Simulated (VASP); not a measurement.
Input of a VASP 6.6.1 run:

The input INCAR:

```
SYSTEM = BaTiO3
PREC = Accurate ; ENCUT = 520
EDIFF = 1E-6 ; ISMEAR = -1
SIGMA = 0.05 ; LREAL = .False.
LASPH = .True. ; NELM = 80
ALGO = Normal ; ISIF = 2
LWAVE = .False. ; LCHARG = .False.
GGA = CA ; NBANDS = 28
```

The input KPOINTS:

```
regular mesh
0
Gamma
  7 7 7
  0 0 0
```

Contents of POSCAR:

```
BaTiO3
1.0
    3.9316352889      0.0000000000      0.0000000000
    0.0000000000      2.7985588135      2.8066973133
    0.0000000000     -2.7985588135      2.8066973133
Ba Ti O
1 1 3
Direct
    0.0000000000      0.0000000000      0.0000000000
    0.5000000000      0.5124000000      0.5124000000
    0.5000000000      0.9918400000      0.5052400000
    0.5000000000      0.5052400000      0.9918400000
    0.0000000000      0.4874000000      0.4874000000
```

Potentials or basis: VASP PAW LDA potentials, release 64 (Ba_sv, Ti_sv, O).

Run with:

```sh
$ cat potpaw_LDA.64/Ba_sv/POTCAR potpaw_LDA.64/Ti_sv/POTCAR potpaw_LDA.64/O/POTCAR > POTCAR
$ mpirun -np 1 vasp_std > vasp.out
```

What does it give for the band gap on the k mesh?

1.91 eV, indirect (least direct gap 2.00 eV).

Estimate the largest force.

0.214 eV/Å.

Forces in eV/Å, atoms in the order of the input:
```
Ba   0.000  0.000  0.169
Ti   0.000  0.000 -0.023
O    0.000  0.118 -0.178
O    0.000 -0.118 -0.178
O    0.000  0.000  0.210
```

Caveat: spin-orbit coupling is left out, which moves the levels of the heavy elements. A k mesh can miss the band edges.
